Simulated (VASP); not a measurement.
# Sb2Pt in VASP: a series of runs, part 2 of 2

VASP 6.6.1.

### Step 3. Relaxation of shape and atoms at fixed volume, PBE (23.50 Å³/atom)

This run uses another cell than the first one, of 23.50 Å³/atom.

Input file INCAR:

```
PREC = Accurate
ENCUT = 600
EDIFF = 1E-6
ISMEAR = 0
SIGMA = 0.05
LREAL = F
LASPH = T
NELM = 60
ALGO = Normal
ISIF = 4
LWAVE = F
LCHARG = F
GGA = PE
IBRION = 2
NSW = 60
EDIFFG = -0.01
```

Input file KPOINTS:

```
Automatic mesh
0
Gamma
  10 10 6
```

Input file POSCAR:

```
Sb2Pt
1.0
    3.9747712701      0.0000000000      0.0000000000
   -1.9873856350      3.4422528941      0.0000000000
    0.0000000000      0.0000000000      5.1525053002
Pt Sb
1 2
Direct
    0.0000000000      0.0000000000      0.0000000000
    0.3333333333      0.6666666667      0.2698554118
    0.6666666667      0.3333333333      0.7301445882
```

Potentials or basis: VASP PAW PBE potentials, release 64 (Pt, Sb).

Run with:

```sh
cat potpaw_PBE.64/Pt/POTCAR potpaw_PBE.64/Sb/POTCAR > POTCAR
mpirun -np 1 vasp_std > vasp.out
```

OUTCAR:

```text
PREC = Accurate
   ENCUT = 600
   EDIFF = 1E-6
   ISMEAR = 0
   LREAL = F
   LASPH = T
   NELM = 60
   ISIF = 4
   GGA = PE
   IBRION = 2
   NSW = 60
   EDIFFG = -0.01

 ion  position               nearest neighbor table
   1  0.000  0.000  0.000-   2 2.68   3 2.68   2 2.68   3 2.68   3 2.68   2 2.68
   2  0.333  0.667  0.270-   1 2.68   1 2.68   1 2.68   3 3.30   3 3.30   3 3.30   3 3.61   3 3.61
                             3 3.61
   3  0.667  0.333  0.730-   1 2.68   1 2.68   1 2.68   2 3.30   2 3.30   2 3.30   2 3.61   2 3.61
                             2 3.61

  LATTYP: Found a hexagonal cell.
 ALAT       =     3.9747712701
 C/A-ratio  =     1.2963023405

  Lattice vectors:

 A1 = (   3.9747712701,   0.0000000000,   0.0000000000)
 A2 = (  -1.9873856350,   3.4422528941,   0.0000000000)
 A3 = (   0.0000000000,   0.0000000000,   5.1525053002)

Analysis of symmetry for initial positions (statically):
=====================================================================
 Subroutine PRICEL returns:
 Original cell was already a primitive cell.

 Routine SETGRP: Setting up the symmetry group for a
 hexagonal supercell.

 Subroutine GETGRP returns: Found 12 space group operations
 (whereof 12 operations were pure point group operations)
 out of a pool of 24 trial point group operations.

The static configuration has the point symmetry D_3d.

Analysis of symmetry for dynamics (positions and initial velocities):
=====================================================================
 Subroutine PRICEL returns:
 Original cell was already a primitive cell.

 Routine SETGRP: Setting up the symmetry group for a
 hexagonal supercell.

 Subroutine GETGRP returns: Found 12 space group operations
 (whereof 12 operations were pure point group operations)
 out of a pool of 24 trial point group operations.

The dynamic configuration has the point symmetry D_3d.

 Subroutine INISYM returns: Found 12 space group operations
 (whereof 12 operations are pure point group operations),
 and found     1 'primitive' translations

----------------------------------------------------------------------------------------

                                     Primitive cell

  volume of cell :      70.4974

  direct lattice vectors                    reciprocal lattice vectors
     3.974771270  0.000000000  0.000000000     0.251586804  0.145253709  0.000000000
    -1.987385635  3.442252894  0.000000000     0.000000000  0.290507418  0.000000000
     0.000000000  0.000000000  5.152505300     0.000000000  0.000000000  0.194080344

  length of vectors
     3.974771270  3.974771270  5.152505300     0.290507418  0.290507418  0.194080344

  position of ions in fractional coordinates (direct lattice)
     0.000000000  0.000000000  0.000000000
     0.333333333  0.666666667  0.269855412
     0.666666667  0.333333333  0.730144588

  ion indices of the primitive-cell ions
   primitive index   ion index
                 1           1
[... 74 lines left out ...]
   EDIFF  = 0.1E-05   stopping-criterion for ELM
   LREAL  =      F    real-space projection
   EDIFFG = -.1E-01   stopping-criterion for IOM
   NSW    =     60    number of steps for IOM
   IBRION =      2    ionic relax: 0-MD 1-quasi-New 2-CG
   NFREE  =      1    steps in history (QN), initial steepest desc. (CG)
   ISIF   =      4    stress and relaxation
   ISYM   =      2    0-nonsym 1-usesym 2-fastsym
   POTIM  = 0.5000    time-step for ionic-motion
   TEBEG  =    0.0;   TEEND  =   0.0 temperature during run
   PSTRESS=    0.0 pullay stress
   NELECT =      20.0000    total number of electrons
   NUPDOWN=      -1.0000    fix difference up-down
   EMIN   =  10.00;   EMAX   =-10.00  energy-range for DOS
   EFERMI =   0.00;   METHOD = LEGACY
   ISMEAR =     0;   SIGMA  =   0.05  broadening in eV -4-tet -1-fermi 0-gaus
   EFERMI_NEDOS =   21; number of points for ismear=-14 and -15
   IALGO  =     38    algorithm
   IMIX   =      4    mixing-type and parameters
     AMIX     =   0.40;   BMIX     =  1.00
     AMIX_MAG =   1.60;   BMIX_MAG =  1.00
  volume/ion in A,a.u.               =      23.50       158.58
  Fermi-wavevector in a.u.,A,eV,Ry     =   1.075706  2.032790 15.743900  1.157144
  Thomas-Fermi vector in A             =   2.211570
   LORBIT       =      0    0 simple, 1 ext, 2 COOP (PROOUT), +10 PAW based schemes
   GGA     = PE    functional components
   LHFCALC =     F    Hartree Fock is set to
   AEXX    =    0.0000 exact exchange contribution
   IVDW    =     0    specifies the selected vdW correction
   LEPSILON=     F    determine dielectric tensor
   LRPA    =     F    only Hartree local field effects (RPA)
 conjugate gradient relaxation of ions
 non-spin polarized calculation
 Gauss-broadening in eV      SIGMA  =   0.05
  energy-cutoff  :      600.00
  volume of cell :       70.50
 maximum number of plane-waves:      2376
   NGX = 15   NGY = 15   NGZ = 21

--------------------------------------- Ionic step        1  -------------------------------------------

 number of electron      19.9999999 magnetization

 Free energy of the ion-electron system (eV)
  ---------------------------------------------------
  ext. energy  EPLUGINS =         0.00000000
  ---------------------------------------------------
  free energy    TOTEN  =       -15.34610656 eV

  energy without entropy =      -15.34440539  energy(sigma->0) =      -15.34525597

------------------------ aborting loop because EDIFF is reached ----------------------------------------

  FORCE on cell =-STRESS in cart. coord.  units (eV):
  Direction    XX          YY          ZZ          XY          YZ          ZX
  --------------------------------------------------------------------------------------
  -------------------------------------------------------------------------------------
  Total        1.4928372      1.4928372      1.4493978      0.0000000      0.0000000     -0.0000000
  in kB       33.9273287     33.9273287     32.9400930      0.0000000      0.0000000     -0.0000000
  external PRESSURE =      33.5982501 kB  Pullay stress =       0.0000000 kB
[... 92 lines left out ...]
  FREE ENERGIE OF THE ION-ELECTRON SYSTEM (eV)
  ---------------------------------------------------
  free  energy   TOTEN  =       -15.3475096046 eV

  energy  without entropy=      -15.3457699992  energy(sigma->0) =      -15.34663980

[... ionic steps 4 to 8 ...]

--------------------------------------- Ionic step        9  -------------------------------------------

 number of electron      20.0000000 magnetization

------------------------ aborting loop because EDIFF is reached ----------------------------------------
[... 69 lines left out ...]
--------------------------------------- Ionic step       11  -------------------------------------------

 number of electron      20.0000000 magnetization

 Free energy of the ion-electron system (eV)
  ---------------------------------------------------
  ext. energy  EPLUGINS =         0.00000000
  ---------------------------------------------------
  free energy    TOTEN  =       -15.35012391 eV

  energy without entropy =      -15.34809896  energy(sigma->0) =      -15.34911144

 E-fermi :   8.5516     XC(G=0): -10.7120

 val. band max:        8.5480770647   @ k =   0.2000  -0.0000   0.3333
 cond. band min:       8.5595668718   @ k =  -0.1000   0.3000   0.3333
 fundamental gap:      0.0114898071
 Fermi energy:         8.5516211589

 k-point     1 :       0.0000    0.0000    0.0000
  band No.  band energies     occupation
      1      -3.7502      2.00000
      2       0.6221      2.00000
      3       2.5513      2.00000
      4       3.9146      2.00000
      5       3.9146      2.00000
      6       5.3284      2.00000
      7       5.3284      2.00000
      8       6.3464      2.00000
      9      10.3644      0.00000
     10      10.3644      0.00000
     11      11.0620      0.00000
     12      11.0620      0.00000
     13      12.3042      0.00000
     14      12.9942      0.00000
[... 377 lines left out ...]
      1      -1.2552      2.00000
      2      -0.7529      2.00000
      3       2.7153      2.00000
      4       4.1649      2.00000
      5       4.2786      2.00000
      6       5.6283      2.00000
      7       5.7195      2.00000
      8       5.9311      2.00000
      9       6.0734      2.00000
     10       7.0871      2.00000
     11       7.8236      2.00000
     12      10.5449      0.00000
     13      12.2565      0.00000
     14      13.4304      0.00000

 [... further k-points ...]

------------------------ aborting loop because EDIFF is reached ----------------------------------------

  FORCE on cell =-STRESS in cart. coord.  units (eV):
  Direction    XX          YY          ZZ          XY          YZ          ZX
  --------------------------------------------------------------------------------------
  -------------------------------------------------------------------------------------
  Total        1.0819074      1.0819074      1.0752625      0.0000000     -0.0000000     -0.0000000
  in kB       24.5882320     24.5882320     24.4372162      0.0000000     -0.0000000     -0.0000000
  external PRESSURE =      24.5378934 kB  Pullay stress =       0.0000000 kB
[... 18 lines left out ...]
  FREE ENERGIE OF THE ION-ELECTRON SYSTEM (eV)
  ---------------------------------------------------
  free  energy   TOTEN  =       -15.3501239131 eV

  energy  without entropy=      -15.3480989634  energy(sigma->0) =      -15.34911144

 reached required accuracy - stopping structural energy minimisation
```

OSZICAR:

```text
N       E                     dE             d eps       ncg     rms          rms(c)
DAV:   1     0.118562040711E+03    0.11856E+03   -0.86743E+03  2016   0.135E+03
DAV:   2    -0.107027264921E+02   -0.12926E+03   -0.12448E+03  2494   0.229E+02
DAV:   3    -0.155876695282E+02   -0.48849E+01   -0.47754E+01  2538   0.503E+01
[... 76 lines left out ...]
DAV:   1    -0.153501183833E+02   -0.41567E-05   -0.64475E-03  2076   0.531E-01    0.312E-02
DAV:   2    -0.153501277131E+02   -0.93297E-05   -0.20258E-04  2610   0.102E-01    0.185E-02
DAV:   3    -0.153501255227E+02    0.21904E-05   -0.76345E-06  2214   0.260E-02    0.104E-02
DAV:   4    -0.153501241267E+02    0.13960E-05   -0.14432E-06  1478   0.117E-02    0.260E-03
DAV:   5    -0.153501239131E+02    0.21356E-06   -0.25180E-07  1098   0.396E-03
  11 F= -.15350124E+02 E0= -.15349111E+02  d E =-.994852E-05
```

CONTCAR:

```text
Sb2Pt
   1.00000000000000
     3.9376909898758470    0.0000000000314288   -0.0000000000000002
    -1.9688454948611724    3.4101404293884769    0.0000000000000000
     0.0000000000000000   -0.0000000000000001    5.2500019837137346
  Pt              Sb
     1     2
Direct
     0.0000000000000000    1.0000000000000000    0.0000000000000000
     0.3333333332999970    0.6666666667000030    0.2761234340715179
     0.6666666667000030    0.3333333332999970    0.7238765659284820

  0.00000000E+00  0.00000000E+00  0.00000000E+00
  0.00000000E+00  0.00000000E+00  0.00000000E+00
  0.00000000E+00  0.00000000E+00  0.00000000E+00
```

It took 2.6 min on 1 thread of Intel Xeon Platinum 8559C (Emerald Rapids), shared host; peak memory 0.27 GiB.

What came out:

| Item | Value |
| --- | --- |
| Free energy | -15.3501 eV |
| Energy gained by relaxing | 1.3 meV/atom |
| Ionic steps | 11 |
| Pressure after relaxing | 2.5 GPa |
| Largest force after relaxing | 0.009 eV/Å |
| Band gap on the k mesh | zero (bands 10 and 11 overlap by 3.55 eV) |

Forces on the atoms (eV/Å):
```
Pt   0.000  0.000  0.000
Sb   0.000  0.000 -0.009
Sb   0.000  0.000  0.009
```

Step by step:
```
step  energy change (eV)  largest force (eV/Å)  pressure (GPa)  volume (Å³)
   1              0.0000                0.1157            3.36        70.50
   2             -0.0010                0.0650            3.12        70.50
   3             -0.0014                0.0051            2.81        70.50
   4             -0.0014                0.0056            2.87        70.50
   5             -0.0017                0.0073            2.84        70.50
   6             -0.0025                0.0161            2.77        70.50
   7             -0.0039                0.0191            2.62        70.50
   8              0.0016                0.0024            2.13        70.50
   9             -0.0040                0.0123            2.56        70.50
  10             -0.0040                0.0130            2.57        70.50
  11             -0.0040                0.0087            2.45        70.50
```

Final structure:
```xyz
3
Lattice="3.9377 0.0000 0.0000 -1.9688 3.4101 0.0000 0.0000 0.0000 5.2500" Properties=species:S:1:pos:R:3 pbc="T T T"
Pt   -1.9688    3.4101    0.0000
Sb    0.0000    2.2734    1.4496
Sb    1.9688    1.1367    3.8004
```

Caveat: spin-orbit coupling is left out, which moves the levels of the heavy elements.

### Step 4. Single point, PBE (atoms moved at random and the cell strained at random)

Input file INCAR:

```
SYSTEM = Sb2Pt
  ALGO = Normal
  EDIFF = 1E-6
  ENCUT = 520
  GGA = PE
  ISIF = 2
  ISMEAR = 0
  LASPH = .TRUE.
  LCHARG = .FALSE.
  LREAL = .FALSE.
  LWAVE = .FALSE.
  NBANDS = 17
  NELM = 80
  PREC = Accurate
  SIGMA = 0.05
```

Input file KPOINTS:

```
k-points
0
G
  10 10 6
  0 0 0
```

Input file POSCAR:

```
Sb2Pt
1.0
    4.0519871834      0.0116787782      0.0276763586
   -2.0158794731      3.4422818134      0.0172383185
    0.0356242609      0.0461889779      5.2817266450
Pt Sb
1 2
Direct
    0.0117511761      0.0080342817      0.0003849226
    0.3219709043      0.6625102281      0.2415076342
    0.6662779196      0.3294554902      0.7581074431
```

Run with:

```sh
cat potpaw_PBE.64/Pt/POTCAR potpaw_PBE.64/Sb/POTCAR > POTCAR
mpirun -np 1 vasp_std > vasp.out
```

Wall time 2.4 min (1 thread of Intel Xeon Platinum 8559C (Emerald Rapids), shared host); peak memory 0.5 GiB.

The run converged. Its results:

- Free energy: -15.2566 eV
- Pressure: 5.5 GPa
- Largest force: 0.976 eV/Å
- Band gap on the k mesh: zero (bands 10 and 11 overlap by 3.20 eV)

Forces in eV/Å, atoms in the order of the input:
```
Pt  -0.579 -0.491 -0.047
Sb   0.329  0.212  0.894
Sb   0.251  0.279 -0.847
```

Stress tensor (GPa, compression positive):
```
 6.63 -0.37  0.17
-0.37  6.58 -0.34
 0.17 -0.34  3.39
```

Levels at points of the mesh, in eV from the Fermi level:
```csv
k point,band 7,band 8,band 9,band 10,band 11,band 12,band 13,band 14
"(0.00, 0.00, 0.00)",-3.37,-1.83,1.39,1.58,2.80,3.09,3.35,4.44
"(0.50, 0.00, 0.00)",-3.11,-2.25,-1.93,-1.78,-1.57,1.67,4.61,4.80
"(0.00, 0.50, 0.00)",-3.08,-2.42,-1.99,-1.67,-1.48,1.62,4.53,4.63
"(0.50, 0.50, 0.00)",-3.11,-2.42,-1.84,-1.79,-1.48,1.70,4.56,4.71
"(0.00, 0.00, 0.50)",-3.40,-0.18,0.64,0.87,1.16,4.05,4.16,5.07
"(0.50, 0.00, 0.50)",-3.21,-3.08,-2.41,-0.99,1.12,2.44,3.22,5.34
"(0.00, 0.50, 0.50)",-3.20,-3.05,-2.39,-1.19,1.11,2.29,3.02,5.48
"(0.50, 0.50, 0.50)",-3.22,-3.08,-2.45,-1.05,1.08,2.34,3.12,5.48
```

Caveat: the cell differs from its parent crystal (atoms moved at random and the cell strained at random); the cell stands under pressure; spin-orbit coupling is left out, which moves the levels of the heavy elements.

### Step 5. Overview

```csv
task,cell,k mesh,cutoff (eV),gap on the mesh (eV),pressure (GPa),largest force (eV/Å)
relaxation of cell and atoms,"relaxed from a = 3.609, b = 3.609, c = 5.822 Å, angles 90.0, 90.0, 120.0°, 3 atoms, atomic positions A",12 × 12 × 6,600,none,0.0,-
relaxation of shape and atoms at fixed volume,"relaxed from a = 3.975, b = 3.975, c = 5.153 Å, angles 90.0, 90.0, 120.0°, 3 atoms, atomic positions B",10 × 10 × 6,600,none,2.5,0.01
single point,"a = 4.052, b = 3.989, c = 5.282 Å, angles 89.5, 89.2, 120.2°, 3 atoms, atomic positions C",10 × 10 × 6,520,none,5.5,0.98
```

Alike in all rows: level PBE; potentials or basis VASP PAW PBE potentials, release 64 (Pt, Sb); no spin polarisation; smearing gaussian 0.05 eV.

Caveats: spin-orbit coupling is left out, which moves the levels of the heavy elements; the cell stands under pressure (at least some runs).

Total energies depend on the potentials used, so only differences within one code and one set of settings carry meaning.
